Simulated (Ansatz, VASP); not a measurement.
## Two plane-wave programs on In2BiP

```
CELL_PARAMETERS angstrom
4.41727 0.00000 0.00000
0.00000 4.41727 0.00000
0.00000 0.00000 6.31803
ATOMIC_POSITIONS crystal
P 0.00000 0.00000 0.00000
In 0.00000 0.50000 0.78210
In 0.50000 0.00000 0.21790
Bi 0.50000 0.50000 0.50000
```

Alike in both runs: task single point; functional PBE; k mesh 6 × 6 × 4; occupations fermi-dirac, width 0.02 eV; no spin polarisation.

|  | VASP | Ansatz |
| --- | --- | --- |
| version | VASP 6.6.1 | Ansatz 0.2.0 |
| potentials or method | VASP PAW PBE potentials, release 64 (P, In_d, Bi_d) | plane waves, PAW |
| plane-wave cutoff (eV) | 520 | 420 |
| valence electrons in the cell | 46 | 46 |

|  | VASP | Ansatz | Ansatz less VASP |
| --- | --- | --- | --- |
| pressure (GPa) | 2.9 | 2.9 | +0.04 |
| rms of the force components (eV/Å) | 0.019 | 0.019 | +0.0004 |

Neither program's run includes spin-orbit coupling.
